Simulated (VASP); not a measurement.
NbB2, 3 atoms in the cell. Symmetry: P6/mmm, No. 191, hexagonal system. The conventional cell has a = 3.096 Å, b = 3.096 Å, c = 3.288 Å, α = 90.00°, β = 90.00°, γ = 120.00°. Within 3.3 Å of Nb (site symmetry 6/mmm) lie 12 B at 2.43 Å and 8 Nb at 3.10 to 3.29 Å. B (site symmetry -6m2) has 3 B at 1.79 Å and 6 Nb at 2.43 Å within 2.5 Å. 

```yaml
Program: VASP 6.6.1
Task: single point
Functional: PBEsol
Potentials_or_basis: VASP PAW PBE potentials, release 64 (Nb_sv, B)
Cutoff: 520 eV
k_mesh: 18 × 18 × 14
Occupations: gaussian, width 0.1 eV
Spin: no spin polarisation
Dipole_correction: no
k_mesh_for_the_DOS: 27 × 27 × 21
Occupations_for_the_DOS: tetrahedron
Further_INCAR_settings: ALGO = Normal; EDIFF = 1e-06
```

Potentials or basis: VASP PAW PBE potentials, release 64 (Nb_sv, B).

Run with:

```console
$ cat potpaw_PBE.64/Nb_sv/POTCAR potpaw_PBE.64/B/POTCAR > POTCAR
$ cp INCAR.step1 INCAR
$ cp KPOINTS.step1 KPOINTS
$ mpirun -np 1 vasp_std > vasp.out
$ cp INCAR.step2 INCAR
$ cp KPOINTS.step2 KPOINTS
$ mpirun -np 1 vasp_std > vasp.out
```

Hardware: 1 thread of Intel(R) Xeon(R) Platinum 8488C (Sapphire Rapids) (shared host).

Question: How long does it take, and how much memory?

Answer: Wall time 3.1 min on 1 thread of Intel(R) Xeon(R) Platinum 8488C (Sapphire Rapids) (shared host), peak memory 0.43 GiB. Counts: k points 825.
